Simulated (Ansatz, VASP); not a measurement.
BeS: VASP beside Ansatz

```xyz
2
Lattice="0.0000 2.4351 2.4351 2.4351 0.0000 2.4351 2.4351 2.4351 0.0000" Properties=species:S:1:pos:R:3 pbc="T T T"
Be    0.0000    0.0000    0.0000
S     3.6526    3.6526    3.6526
```

Alike in both runs: task single point; functional PBEsol; k mesh 8 × 8 × 8; occupations gaussian, width 0.05 eV; no spin polarisation.

```csv
,VASP,Ansatz
version,VASP 6.6.1,Ansatz 0.2.0
potentials or method,"VASP PAW PBE potentials, release 64 (Be, S), cutoff 600 eV","scalar-relativistic, plane waves, PAW"
valence electrons in the cell,8,8
```

VASP gave:

```
gap on the k mesh at the Fermi level (eV) : 2.96
least direct gap on the mesh (eV)         : 5.59
pressure (GPa)                            : -1.7
```

Q: Which values does Ansatz return?

A: gap on the k mesh at the Fermi level (eV): 2.95; least direct gap on the mesh (eV): 5.58; pressure (GPa): -1.9.

VASP's potentials were made for PBE, not for PBEsol.
